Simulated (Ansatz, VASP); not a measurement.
ZrOs in VASP and in Ansatz

File INCAR:

```
SYSTEM = ZrOs
PREC     = Accurate       ! precision mode
ENCUT    = 520            ! plane-wave cutoff, eV
EDIFF    = 1E-7           ! SCF threshold, eV
ISMEAR   = -1             ! smearing method
SIGMA    = 0.03           ! smearing width, eV
LREAL    = .FALSE.        ! projectors in reciprocal space
LASPH    = .TRUE.         ! aspherical terms in the spheres
NELM     = 100            ! most SCF steps
ALGO     = Normal         ! electronic algorithm
ISIF     = 2              ! what is computed and relaxed
LWAVE    = .FALSE.        ! write WAVECAR
LCHARG   = .FALSE.        ! write CHGCAR
GGA      = CA             ! functional
NBANDS   = 17             ! bands
```

KPOINTS

```
Automatic mesh
0
G
  13 13 13
  0 0 0
```

The input POSCAR:

```
ZrOs
1.0
    3.2846099013      0.0000000000      0.0000000000
    0.0000000000      3.2846099013      0.0000000000
    0.0000000000      0.0000000000      3.2846099013
Zr Os
1 1
Direct
    0.5000000000      0.5000000000      0.5000000000
    0.0000000000      0.0000000000      0.0000000000
```

Input for Ansatz:

```yaml
crystal:
  lattice:
    - [3.2846099013, 0.0, 0.0]
    - [0.0, 3.2846099013, 0.0]
    - [0.0, 0.0, 3.2846099013]
  atoms:
    - { symbol: Zr, position: [0.5, 0.5, 0.5] }
    - { symbol: Os, position: [0.0, 0.0, 0.0] }
kpoints:
  mp_grid: { grid: [13, 13, 13] }
  band_path:
    path:
      - [0.0, 0.0, 0.0]
      - [0.0, 0.5, 0.0]
      - [0.5, 0.5, 0.0]
      - [0.0, 0.0, 0.0]
      - [0.5, 0.5, 0.5]
      - [0.0, 0.5, 0.0]
      - [0.5, 0.5, 0.5]
      - [0.5, 0.5, 0.0]
    npoints: 5
scf:
  occupations: { method: fermi_dirac, width: 0.03 }
hamiltonian:
  xc: lda
  pseudopotentials: { kind: all_electron, lapw: { basis_error: 0.00025 } }
output:
  forces: true
  stress: true
  eigenvalues: true
```

Change from the starting cell: volume scaled by 1.02.

Alike in both runs: task single point; functional LDA; k mesh 13 × 13 × 13; occupations fermi-dirac, width 0.03 eV; no spin polarisation.

|  | VASP | Ansatz |
| --- | --- | --- |
| version | VASP 6.6.1 | Ansatz 0.2.0 |
| potentials or method | VASP PAW LDA potentials, release 64 (Zr_sv, Os), cutoff 520 eV | all-electron LAPW, scalar-relativistic |

|  | VASP | Ansatz | Ansatz less VASP |
| --- | --- | --- | --- |
| pressure (GPa) | -11.1 | -11.3 | -0.21 |

LDA's correlation is that of Perdew and Zunger in VASP and of Perdew and Wang (1992) in Ansatz. Ansatz ran all-electron here, and VASP with PAW potentials.

Neither program's run includes spin-orbit coupling.
